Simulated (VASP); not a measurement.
Input of a VASP 6.6.1 run:

Contents of INCAR:

```
PREC = Accurate
ENCUT = 600
EDIFF = 1E-6
ISMEAR = 0
SIGMA = 0.15
LREAL = False
LASPH = True
NELM = 80
ALGO = Fast
ISIF = 3
LWAVE = False
LCHARG = False
GGA = PE
IBRION = 2
NSW = 100
EDIFFG = -0.01
```

Contents of KPOINTS:

```
regular mesh
0
Gamma
  12 12 12
```

POSCAR

```
AlCo
1.0
    2.8519024034      0.0000000000      0.0000000000
    0.0000000000      2.8519024034      0.0000000000
    0.0000000000      0.0000000000      2.8519024034
Al Co
1 1
Direct
    0.0135156604     -0.0162647110     -0.0156327628
    0.4864843396      0.5162647110      0.5156327628
```

Potentials or basis: VASP PAW PBE potentials, release 64 (Al, Co).

Command:

```sh
$ cat potpaw_PBE.64/Al/POTCAR potpaw_PBE.64/Co/POTCAR > POTCAR
$ mpirun -np 1 vasp_std > vasp.out
```

Question: Estimate the band gap on the k mesh.

Answer: Zero (bands 6 and 7 overlap by 2.63 eV).

Question: Estimate the relaxed cell.

Answer: a = 2.853 Å, b = 2.852 Å, c = 2.852 Å, α = 90.00°, β = 90.00°, γ = 90.00°.

Final structure:
```
CELL_PARAMETERS angstrom
2.85256 0.00007 0.00007
0.00007 2.85224 -0.00009
0.00007 -0.00009 2.85231
ATOMIC_POSITIONS crystal
Al 0.99992 0.00009 0.00009
Co 0.50008 0.49991 0.49991
```

Caveat: the run has no spin polarisation, though such a crystal can be magnetic. Spin polarisation is off, so any magnetic state and its effect on volume and gap are missing.
